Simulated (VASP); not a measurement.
## Ga4P3N: single point with PBE

The system is Ga4P3N.

```xyz
8
Lattice="6.0519 0.0000 -0.0155 0.0000 3.6795 0.0000 -0.0165 0.0000 6.3870" Properties=species:S:1:pos:R:3 pbc="T T T"
N    -0.0230    0.0000    2.1326
P     0.0159    1.8397    5.3312
P     2.9942    1.8397    1.1446
P     3.0513    0.0000    4.1665
Ga    1.9596    0.0000    2.1223
Ga    2.3423    1.8397    5.3281
Ga    5.3873    1.8397    1.2556
Ga    5.3881    0.0000    4.0129
```

```yaml
Program: VASP 6.6.1
Task: single point
Functional: PBE
Potentials_or_basis: VASP PAW PBE potentials, release 64 (N, P, Ga_d)
Cutoff: 520 eV
k_mesh: 4 × 8 × 4
Occupations: fermi-dirac, width 0.02 eV
Spin: no spin polarisation
Dipole_correction: no
Further_INCAR_settings: ALGO = Normal; EDIFF = 1e-06; NBANDS = 46
```

| Property | Result |
| --- | --- |
| Pressure | 2.9 GPa |
| Largest force | 0.091 eV/Å |
| Band gap on the k mesh | 0.17 eV (least direct gap 0.24 eV) |

Forces on the atoms (eV/Å):
```
N   -0.060  0.000 -0.068
P   -0.056  0.000  0.049
P    0.046  0.000  0.034
P    0.027  0.000 -0.027
Ga   0.044  0.000 -0.018
Ga   0.029  0.000  0.007
Ga  -0.021  0.000 -0.039
Ga  -0.008  0.000  0.061
```

Stress tensor (GPa, compression positive):
```
 2.90  0.00 -0.05
 0.00  2.87  0.00
-0.05  0.00  3.00
```

Levels at points of the mesh, in eV from the valence-band top:
| k point | band 34 | band 35 | band 36 | band 37 | band 38 | band 39 |
| --- | --- | --- | --- | --- | --- | --- |
| (0.00, 0.00, 0.00) | -0.71 | -0.32 | -0.07 | 0.17 | 1.87 | 2.69 |
| (0.50, 0.00, 0.00) | -0.83 | -0.36 | -0.28 | 0.54 | 2.03 | 2.61 |
| (0.00, 0.50, 0.00) | -2.63 | -2.38 | -2.21 | 2.62 | 2.95 | 3.35 |
| (0.50, 0.50, 0.00) | -2.08 | -1.88 | -1.66 | 2.09 | 2.88 | 2.96 |
| (0.00, 0.00, 0.50) | -0.94 | -0.89 | -0.19 | 1.29 | 2.27 | 2.94 |
| (0.50, 0.00, 0.50) | -1.31 | -1.21 | -1.03 | 1.63 | 2.62 | 2.81 |
| (0.00, 0.50, 0.50) | -2.62 | -1.34 | -1.31 | 1.43 | 1.53 | 2.76 |
| (0.50, 0.50, 0.50) | -2.03 | -1.91 | -1.78 | 1.19 | 1.75 | 2.08 |

Run time: 8.3 min on 1 thread of Intel Xeon 8259CL, on a shared host, peak memory 0.41 GiB.

Caveat: semilocal functionals underestimate gaps, and a narrow one can read as zero. A k mesh can miss the band edges.
